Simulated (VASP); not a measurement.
Input of a VASP 6.6.1 run:

File INCAR:

```
SYSTEM = InSe
ALGO = Normal
EDIFF = 1E-6
ENCUT = 520
GGA = PS
ISIF = 2
ISMEAR = 0
LASPH = .True.
LCHARG = .False.
LREAL = .False.
LUSENCCL = .False.
LWAVE = .False.
NBANDS = 27
NELM = 60
PREC = Accurate
SIGMA = 0.03
```

File KPOINTS:

```
k-points
0
Gamma
  12 12 12
  0 0 0
```

POSCAR

```
InSe
1.0
    1.9999996503      1.1547003365      8.3166700000
   -1.9999996503      1.1547003365      8.3166700000
    0.0000000000     -2.3094006730      8.3166700000
In Se
2 2
Direct
    0.0000000000      0.0000000000      0.0000000000
    0.1122000000      0.1122000000      0.1122000000
    0.6155000000      0.6155000000      0.6155000000
    0.8300000000      0.8300000000      0.8300000000
```

Potentials or basis: VASP PAW PBE potentials, release 64 (In_d, Se).

The run is started by

```console
$ cat potpaw_PBE.64/In_d/POTCAR potpaw_PBE.64/Se/POTCAR > POTCAR
$ mpirun -np 1 vasp_std > vasp.out
```

Q: Estimate the largest force.

A: 0.175 eV/Å.

Q: What does it give for the band gap on the k mesh?

A: 0.28 eV.

Forces on the atoms (eV/Å):
```
In   0.000  0.000  0.175
In   0.000  0.000 -0.175
Se   0.000  0.000 -0.030
Se   0.000  0.000  0.029
```

Caveat: the PAW data sets were made with another functional, which shifts forces and pressure a little; spin-orbit coupling is left out, which moves the levels of the heavy elements.

**Experimental background.**

From “The Interaction of Hydrogen with the van der Waals Crystal γ-InSe”, 2020, pmc:7321205, for a bulk crystal of InSe at 300 K: band gap 1.25 eV.

Measured gap of InSe: 1.25 eV (300 K; “The Interaction of Hydrogen with the van der Waals Crystal γ-InSe”, 2020, pmc:7321205). This calculation gives 0.28 eV (-0.97 eV). Spin-orbit coupling on In, Se is left out. The value is that of PBEsol on a finite k mesh, which can miss the band edges, without temperature or zero-point motion. Semilocal functionals fall short of measured gaps as a rule.
